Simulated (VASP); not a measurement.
# Pd (Pm-3m) in VASP: notebook

Pd is run at these levels: r2SCAN; tasks: single point.

Everything below comes from runs of VASP 6.6.1. Logs are shortened: lines on timing, memory, paths and dates and some standing lists are left out, and cuts for length are marked.

**1. The cell of the first run**

Symmetry: Pm-3m, No. 221, cubic system. Conventional cell: a = 2.553 Å, b = 2.553 Å, c = 2.553 Å, α = 90.00°, β = 90.00°, γ = 90.00°. Within 3.4 Å of Pd (site symmetry m-3m) lie 6 Pd at 2.55 Å.

**2. Single point, r2SCAN, collinear spin, ferromagnetic start (volume scaled by 0.96)**

Contents of POSCAR:

```
Pd
1.0
    2.5530980454      0.0000000000      0.0000000000
    0.0000000000      2.5530980454      0.0000000000
    0.0000000000      0.0000000000      2.5530980454
Pd
1
Direct
    0.0000000000      0.0000000000      0.0000000000
```

Contents of INCAR.step1:

```
SYSTEM = Pd
ALGO = Normal
EDIFF = 1E-4
ENCUT = 520
GGA = PE
ISMEAR = -1
ISPIN = 2
LASPH = .True.
LCHARG = .False.
LMAXMIX = 4
LREAL = .False.
LWAVE = .True.
MAGMOM = 0.5
NBANDS = 15
NELM = 150
PREC = Accurate
SIGMA = 0.05
```

Contents of INCAR.step2:

```
SYSTEM = Pd
ALGO = Normal
EDIFF = 1E-6
ENCUT = 520
ISIF = 2
ISMEAR = -1
ISPIN = 2
ISTART = 1
LASPH = .True.
LCHARG = .False.
LMAXMIX = 4
LMIXTAU = .True.
LORBIT = 11
LREAL = .False.
LWAVE = .False.
MAGMOM = 0.5
METAGGA = R2SCAN
NBANDS = 15
NELM = 150
PREC = Accurate
SIGMA = 0.05
```

Contents of KPOINTS:

```
k-points
0
Gamma
  14 14 14
  0 0 0
```

Potentials or basis: VASP PAW PBE potentials, release 64 (Pd).

The run is started by

```console
> cat potpaw_PBE.64/Pd/POTCAR > POTCAR
> cp INCAR.step1 INCAR
> mpirun -np 1 vasp_std > vasp.out
> cp INCAR.step2 INCAR
> mpirun -np 1 vasp_std > vasp.out
```

OUTCAR:

```text
SYSTEM = Pd
   EDIFF = 1E-6
   ENCUT = 520
   ISIF = 2
   ISMEAR = -1
   ISPIN = 2
   ISTART = 1
   LASPH = .True.
   LORBIT = 11
   LREAL = .False.
   METAGGA = R2SCAN
   NELM = 150
   PREC = Accurate

 ion  position               nearest neighbor table
   1  0.000  0.000  0.000-

  LATTYP: Found a simple cubic cell.
 ALAT       =     2.5530980454

  Lattice vectors:

 A1 = (   2.5530980454,   0.0000000000,   0.0000000000)
 A2 = (   0.0000000000,   2.5530980454,   0.0000000000)
 A3 = (   0.0000000000,   0.0000000000,   2.5530980454)

Analysis of symmetry for initial positions (statically):
=====================================================================
 Subroutine PRICEL returns:
 Original cell was already a primitive cell.

 Routine SETGRP: Setting up the symmetry group for a
 simple cubic supercell.

 Subroutine GETGRP returns: Found 48 space group operations
 (whereof 48 operations were pure point group operations)
 out of a pool of 48 trial point group operations.

The static configuration has the point symmetry O_h .

Analysis of symmetry for dynamics (positions and initial velocities):
=====================================================================
 Subroutine PRICEL returns:
 Original cell was already a primitive cell.

 Routine SETGRP: Setting up the symmetry group for a
 simple cubic supercell.

 Subroutine GETGRP returns: Found 48 space group operations
 (whereof 48 operations were pure point group operations)
 out of a pool of 48 trial point group operations.

The dynamic configuration has the point symmetry O_h .

Analysis of structural, dynamic, and magnetic symmetry:
=====================================================================
 Subroutine PRICEL returns:
 Original cell was already a primitive cell.

 Routine SETGRP: Setting up the symmetry group for a
 simple cubic supercell.

 Subroutine GETGRP returns: Found 48 space group operations
 (whereof 48 operations were pure point group operations)
 out of a pool of 48 trial point group operations.

The overall configuration has the point symmetry O_h .

 Subroutine INISYM returns: Found 48 space group operations
 (whereof 48 operations are pure point group operations),
 and found     1 'primitive' translations

----------------------------------------------------------------------------------------

                                     Primitive cell

  volume of cell :      16.6419

  direct lattice vectors                    reciprocal lattice vectors
     2.553098045  0.000000000  0.000000000     0.391681002  0.000000000  0.000000000
     0.000000000  2.553098045  0.000000000     0.000000000  0.391681002  0.000000000
     0.000000000  0.000000000  2.553098045     0.000000000  0.000000000  0.391681002

  length of vectors
     2.553098045  2.553098045  2.553098045     0.391681002  0.391681002  0.391681002

  position of ions in fractional coordinates (direct lattice)
     0.000000000  0.000000000  0.000000000

  ion indices of the primitive-cell ions
   primitive index   ion index
                 1           1

----------------------------------------------------------------------------------------

 KPOINTS: k-points

Automatic generation of k-mesh.
 Grid dimensions read from file:
 generate k-points for:   14   14   14

 Generating k-lattice:

  Cartesian coordinates                     Fractional coordinates (reciprocal lattice)
     0.027977214  0.000000000  0.000000000     0.071428571  0.000000000  0.000000000
     0.000000000  0.027977214  0.000000000     0.000000000  0.071428571  0.000000000
     0.000000000  0.000000000  0.027977214     0.000000000  0.000000000  0.071428571

  Length of vectors
     0.027977214  0.027977214  0.027977214

  Shift w.r.t. Gamma in fractional coordinates (k-lattice)
     0.000000000  0.000000000  0.000000000

 Subroutine IBZKPT returns following result:
 ===========================================

 Found    120 irreducible k-points:

 Following reciprocal coordinates:
            Coordinates               Weight
  0.000000  0.000000  0.000000      1.000000
  0.071429  0.000000  0.000000      6.000000
  0.142857  0.000000  0.000000      6.000000
  0.214286  0.000000  0.000000      6.000000
  0.285714  0.000000  0.000000      6.000000
  0.357143  0.000000  0.000000      6.000000
[... 16 lines left out ...]
  0.285714  0.214286  0.000000     24.000000
  0.357143  0.214286  0.000000     24.000000
 [... further k-points ...]
   k-points           NKPTS =    120   k-points in BZ     NKDIM =    120   number of bands    NBANDS=     15
   number of dos      NEDOS =    301   number of ions     NIONS =      1
   total plane-waves  NPLWV =   8000
   dimension x,y,z NGX =    20 NGY =   20 NGZ =   20
   dimension x,y,z NGXF=    40 NGYF=   40 NGZF=   40
   ions per type =               1
   NGX,Y,Z   is equivalent  to a cutoff of  13.02, 13.02, 13.02 a.u.
   NGXF,Y,Z  is equivalent  to a cutoff of  26.05, 26.05, 26.05 a.u.
 SYSTEM =  Pd
   PREC   = accura    normal or accurate (medium, high low for compatibility)
   ISTART =      1    job   : 0-new  1-cont  2-samecut
   ICHARG =      0    charge: 1-file 2-atom 10-const
   ISPIN  =      2    spin polarized calculation?
   LNONCOLLINEAR =      F non collinear calculations
   LSORBIT =      F    spin-orbit coupling
   LASPH  =      T    aspherical Exc in radial PAW
   ENCUT  =  520.0 eV  38.22 Ry    6.18 a.u.   4.75  4.75  4.75*2*pi/ulx,y,z
   NELM   =    150;   NELMIN=  2; NELMDL=  0     # of ELM steps
   EDIFF  = 0.1E-05   stopping-criterion for ELM
   LREAL  =      F    real-space projection
   EDIFFG = 0.1E-04   stopping-criterion for IOM
   NSW    =      0    number of steps for IOM
   IBRION =     -1    ionic relax: 0-MD 1-quasi-New 2-CG
   NFREE  =      0    steps in history (QN), initial steepest desc. (CG)
   ISIF   =      2    stress and relaxation
   ISYM   =      2    0-nonsym 1-usesym 2-fastsym
   POTIM  = 0.5000    time-step for ionic-motion
   TEBEG  =    0.0;   TEEND  =   0.0 temperature during run
   PSTRESS=    0.0 pullay stress
   NELECT =      10.0000    total number of electrons
   NUPDOWN=      -1.0000    fix difference up-down
   EMIN   =  10.00;   EMAX   =-10.00  energy-range for DOS
   EFERMI =   0.00;   METHOD = LEGACY
   ISMEAR =    -1;   SIGMA  =   0.05  broadening in eV -4-tet -1-fermi 0-gaus
   EFERMI_NEDOS =   21; number of points for ismear=-14 and -15
   IALGO  =     38    algorithm
   IMIX   =      4    mixing-type and parameters
     AMIX     =   0.40;   BMIX     =  1.00
     AMIX_MAG =   1.60;   BMIX_MAG =  1.00
  volume/ion in A,a.u.               =      16.64       112.30
  Fermi-wavevector in a.u.,A,eV,Ry     =   1.381467  2.610595 25.966072  1.908452
  Thomas-Fermi vector in A             =   2.506249
   LORBIT       =     11    0 simple, 1 ext, 2 COOP (PROOUT), +10 PAW based schemes
   METAGGA = R2SCAN    functional components
   LHFCALC =     F    Hartree Fock is set to
   AEXX    =    0.0000 exact exchange contribution
   IVDW    =     0    specifies the selected vdW correction
   LEPSILON=     F    determine dielectric tensor
   LRPA    =     F    only Hartree local field effects (RPA)
 spin polarized calculation
  energy-cutoff  :      520.00
  volume of cell :       16.64
 maximum number of plane-waves:       468
 NGX is ok and might be reduce to    20
   NGX =  9   NGY =  9   NGZ =  9

 number of electron       9.9999998 magnetization      -0.0000006

 number of electron       9.9999998 magnetization       0.0000054

 Free energy of the ion-electron system (eV)
  ---------------------------------------------------
  ext. energy  EPLUGINS =         0.00000000
  ---------------------------------------------------
  free energy    TOTEN  =       -22.44331122 eV

  energy without entropy =      -22.43097601  energy(sigma->0) =      -22.43714361

 E-fermi :   8.0451     XC(G=0): -13.0622

 val. band max:        8.0404208455   @ k =   0.1429   0.0000   0.0000
 cond. band min:       8.0528546203   @ k =   0.3571   0.0714   0.0000
 fundamental gap:      0.0124337748
 Fermi energy:         8.0451481584

 spin component 1

 k-point     1 :       0.0000    0.0000    0.0000
  band No.  band energies     occupation
      1       1.6638      1.00000
      2       2.9664      1.00000
      3       2.9664      1.00000
      4       8.0094      0.67163
      5       8.0094      0.67163
      6       8.0094      0.67163
      7      25.7259      0.00000
      8      25.7259      0.00000
      9      25.7259      0.00000
     10      30.8869      0.00000
     11      32.6573      0.00000
     12      32.6573      0.00000
     13      33.2573      0.00000
     14      39.9193      0.00000
     15      39.9193      0.00000
[... 397 lines left out ...]
 k-point    24 :       0.3571    0.2143    0.0000
  band No.  band energies     occupation
      1       3.6634      1.00000
      2       4.3652      1.00000
      3       5.3825      1.00000
      4       6.6517      1.00000
      5       7.4609      0.99999
      6       8.3946      0.00092
      7      16.8201      0.00000
      8      23.7449      0.00000
      9      28.8613      0.00000
     10      31.0899      0.00000
     11      31.9304      0.00000
     12      32.3481      0.00000
     13      37.6622      0.00000
     14      38.6480      0.00000
     15      39.9809      0.00000

 [... further k-points ...]

 spin component 2

 k-point     1 :       0.0000    0.0000    0.0000
  band No.  band energies     occupation
      1       1.6638      1.00000
      2       2.9664      1.00000
      3       2.9664      1.00000
      4       8.0094      0.67161
      5       8.0094      0.67161
      6       8.0094      0.67161
      7      25.7259      0.00000
      8      25.7259      0.00000
      9      25.7259      0.00000
     10      30.8869      0.00000
     11      32.6573      0.00000
     12      32.6573      0.00000
     13      33.2573      0.00000
     14      39.9193      0.00000
     15      39.9193      0.00000
[... 397 lines left out ...]
 k-point    24 :       0.3571    0.2143    0.0000
  band No.  band energies     occupation
      1       3.6634      1.00000
      2       4.3652      1.00000
      3       5.3825      1.00000
      4       6.6517      1.00000
      5       7.4609      0.99999
      6       8.3946      0.00092
      7      16.8201      0.00000
      8      23.7449      0.00000
      9      28.8613      0.00000
     10      31.0900      0.00000
     11      31.9304      0.00000
     12      32.3481      0.00000
     13      37.6622      0.00000
     14      38.6480      0.00000
     15      39.9809      0.00000

 [... further k-points ...]
[... 5 lines left out ...]
  --------------------------------------------------------------------------------------
  -------------------------------------------------------------------------------------
  Total        0.7115425      0.7115425      0.7115425     -0.0000000      0.0000000     -0.0000000
  in kB       68.5029028     68.5029028     68.5029028     -0.0000000      0.0000000     -0.0000000
  external PRESSURE =      68.5029028 kB  Pullay stress =       0.0000000 kB

 VOLUME and BASIS-vectors are now :
 -----------------------------------------------------------------------------
  energy-cutoff  :      520.00
  volume of cell :       16.64
      direct lattice vectors                 reciprocal lattice vectors
     2.553098045  0.000000000  0.000000000     0.391681002  0.000000000  0.000000000
     0.000000000  2.553098045  0.000000000     0.000000000  0.391681002  0.000000000
     0.000000000  0.000000000  2.553098045     0.000000000  0.000000000  0.391681002

 POSITION                                       TOTAL-FORCE (eV/Angst)
 -----------------------------------------------------------------------------------
      0.00000      0.00000      0.00000         0.000000      0.000000      0.000000
 -----------------------------------------------------------------------------------
    total drift:                                0.000000      0.000000      0.000000

  FREE ENERGIE OF THE ION-ELECTRON SYSTEM (eV)
  ---------------------------------------------------
  free  energy   TOTEN  =       -22.4433112198 eV

  energy  without entropy=      -22.4309760051  energy(sigma->0) =      -22.43714361

 total charge

# of ion       s       p       d       tot
------------------------------------------
    1        0.540   0.368   8.597   9.505

 magnetization (x)

# of ion       s       p       d       tot
------------------------------------------
    1       -0.000  -0.000   0.000   0.000
```

Wall time 1.7 min (1 thread of Intel Xeon Platinum 8488C (Sapphire Rapids), shared host); peak memory 0.16 GiB.

Results:

```
Free energy                                           : -22.4433 eV
Pressure                                              : 6.9 GPa
Band gap on the k mesh                                : zero (filled and empty bands overlap)
Net moment                                            : 0.00 μB per cell
Valence electrons inside the program's atomic spheres : Pd 9.51
```

Caveat: the cell differs from its parent crystal (volume scaled by 0.96); the PAW data sets were made with another functional, which shifts forces and pressure a little.

**3. Single point, r2SCAN, collinear spin, ferromagnetic start**

This run uses another cell than the first one, of 17.34 Å³/atom, 1.042 times its volume.

Contents of POSCAR:

```
Pd
1.0
    2.5880763378      0.0000000000      0.0000000000
    0.0000000000      2.5880763378      0.0000000000
    0.0000000000      0.0000000000      2.5880763378
Pd
1
Direct
    0.0000000000      0.0000000000      0.0000000000
```

Contents of INCAR.step1:

```
PREC = Accurate ; ENCUT = 520
ISMEAR = -1 ; SIGMA = 0.05
LREAL = False ; LASPH = True
NELM = 150 ; ISPIN = 2
MAGMOM = 0.5 ; LMAXMIX = 4
NBANDS = 15 ; GGA = PE
ALGO = Normal ; EDIFF = 1E-4
LWAVE = True ; LCHARG = False
```

Contents of INCAR.step2:

```
PREC = Accurate ; ENCUT = 520
EDIFF = 1E-7 ; ISMEAR = -1
SIGMA = 0.05 ; LREAL = False
LASPH = True ; NELM = 150
ALGO = Normal ; ISIF = 2
LWAVE = False ; LCHARG = True
ISPIN = 2 ; MAGMOM = 0.5
LORBIT = 11 ; LMAXMIX = 4
METAGGA = R2SCAN ; LMIXTAU = True
LELF = True ; LVHAR = True
NBANDS = 15 ; ISTART = 1
```

Contents of KPOINTS:

```
regular mesh
0
Gamma
  14 14 14
```

Potentials or basis: VASP PAW PBE potentials, release 64 (Pd).

The run is started by

```console
> cat potpaw_PBE.64/Pd/POTCAR > POTCAR
> cp INCAR.step1 INCAR
> mpirun -np 1 vasp_std > vasp.out
> cp INCAR.step2 INCAR
> mpirun -np 1 vasp_std > vasp.out
```

Wall time 1.7 min (1 thread of Intel Xeon Platinum 8488C (Sapphire Rapids), shared host); peak memory 0.16 GiB.

Results (log left out):

```yaml
Free_energy: -22.4590 eV
Pressure: 0.5 GPa
Band_gap_on_the_k_mesh: zero (filled and empty bands overlap)
Net_moment: 0.00 μB per cell
Valence_electrons_inside_the_program's_atomic_spheres: Pd 9.43
```

Levels at points of the mesh, in eV from the Fermi level:
Spin up:
```csv
k point,band 2,band 3,band 4,band 5,band 6,band 7,band 8,band 9
"(0.00, 0.00, 0.00)",-4.78,-4.78,-0.05,-0.05,-0.05,17.36,17.36,17.36
"(0.50, 0.00, 0.00)",-4.04,-1.69,-1.69,0.11,0.62,5.26,19.25,22.33
"(0.50, 0.50, 0.00)",-3.57,-1.39,-1.39,1.27,5.97,5.97,12.31,13.08
"(0.50, 0.50, 0.50)",-4.14,-4.14,1.37,1.37,11.70,11.91,11.91,11.91
```
Spin down:
```csv
k point,band 2,band 3,band 4,band 5,band 6,band 7,band 8,band 9
"(0.00, 0.00, 0.00)",-4.78,-4.78,-0.05,-0.05,-0.05,17.36,17.36,17.36
"(0.50, 0.00, 0.00)",-4.04,-1.69,-1.69,0.11,0.62,5.26,19.25,22.33
"(0.50, 0.50, 0.00)",-3.57,-1.39,-1.39,1.27,5.97,5.97,12.31,13.08
"(0.50, 0.50, 0.50)",-4.14,-4.14,1.37,1.37,11.70,11.91,11.91,11.91
```

Caveat: the PAW data sets were made with another functional, which shifts forces and pressure a little.

**4. Single point, r2SCAN, collinear spin, ferromagnetic start (volume scaled by 1.04)**

Contents of POSCAR:

```
Pd
1.0
    2.6221338795      0.0000000000      0.0000000000
    0.0000000000      2.6221338795      0.0000000000
    0.0000000000      0.0000000000      2.6221338795
Pd
1
Direct
    0.0000000000      0.0000000000      0.0000000000
```

Contents of INCAR.step1:

```
SYSTEM = Pd
PREC = Accurate ; ENCUT = 520
ISMEAR = -1 ; SIGMA = 0.05
LREAL = .False. ; LASPH = .True.
NELM = 150 ; ISPIN = 2
MAGMOM = 0.5 ; LMAXMIX = 4
NBANDS = 15 ; GGA = PE
ALGO = Normal ; EDIFF = 1E-4
LWAVE = .True. ; LCHARG = .False.
```

Contents of INCAR.step2:

```
SYSTEM = Pd
PREC = Accurate ; ENCUT = 520
EDIFF = 1E-6 ; ISMEAR = -1
SIGMA = 0.05 ; LREAL = .False.
LASPH = .True. ; NELM = 150
ALGO = Normal ; ISIF = 2
LWAVE = .False. ; LCHARG = .False.
ISPIN = 2 ; MAGMOM = 0.5
LORBIT = 11 ; LMAXMIX = 4
METAGGA = R2SCAN ; LMIXTAU = .True.
NBANDS = 15 ; ISTART = 1
```

Contents of KPOINTS:

```
Automatic mesh
0
Gamma
  14 14 14
  0 0 0
```

The run is started by

```console
> cat potpaw_PBE.64/Pd/POTCAR > POTCAR
> cp INCAR.step1 INCAR
> mpirun -np 1 vasp_std > vasp.out
> cp INCAR.step2 INCAR
> mpirun -np 1 vasp_std > vasp.out
```

It took 1.7 min on 1 thread of Intel Xeon Platinum 8488C (Sapphire Rapids), shared host; peak memory 0.16 GiB.

It converged, with:

* Free energy: -22.4507 eV
* Pressure: -4.3 GPa
* Band gap on the k mesh: zero (filled and empty bands overlap)
* Net moment: 0.00 μB per cell
* Valence electrons inside the program's atomic spheres: Pd 9.37

Levels at points of the mesh, in eV from the Fermi level:
Spin up:
| k point | band 3 | band 4 | band 5 | band 6 | band 7 | band 8 |
| --- | --- | --- | --- | --- | --- | --- |
| (0.00, 0.00, 0.00) | -4.50 | -0.06 | -0.06 | -0.06 | 17.05 | 17.05 |
| (0.50, 0.00, 0.00) | -1.60 | -1.60 | 0.09 | 0.74 | 5.03 | 19.12 |
| (0.50, 0.50, 0.00) | -1.31 | -1.31 | 1.18 | 5.90 | 5.90 | 11.80 |
| (0.50, 0.50, 0.50) | -3.89 | 1.27 | 1.27 | 11.60 | 11.60 | 11.60 |
Spin down:
```csv
k point,band 2,band 3,band 4,band 5,band 6,band 7,band 8,band 9
"(0.00, 0.00, 0.00)",-4.50,-4.50,-0.06,-0.06,-0.06,17.05,17.05,17.05
"(0.50, 0.00, 0.00)",-3.84,-1.60,-1.60,0.09,0.74,5.03,19.12,22.00
"(0.50, 0.50, 0.00)",-3.38,-1.31,-1.31,1.18,5.90,5.90,11.80,12.80
"(0.50, 0.50, 0.50)",-3.89,-3.89,1.27,1.27,11.60,11.60,11.60,11.71
```

Caveat: the cell differs from its parent crystal (volume scaled by 1.04); the PAW data sets were made with another functional, which shifts forces and pressure a little.

**5. The runs side by side**

| cell | gap on the mesh (eV) | pressure (GPa) | moment (μB) |
| --- | --- | --- | --- |
| a = 2.553 Å, 1 atom | none | 6.9 | 0.00 |
| a = 2.588 Å, 1 atom | none | 0.5 | 0.00 |
| a = 2.622 Å, 1 atom | none | -4.3 | 0.00 |

Alike in all rows: task single point; level r2SCAN; potentials or basis VASP PAW PBE potentials, release 64 (Pd); spin collinear, ferromagnetic start; k mesh 14 × 14 × 14; cutoff (eV) 520; smearing fermi-dirac 0.05 eV.

Caveats: the PAW data sets were made with another functional, which shifts forces and pressure a little.

Total energies depend on the potentials used, so only differences within one code and one set of settings carry meaning.
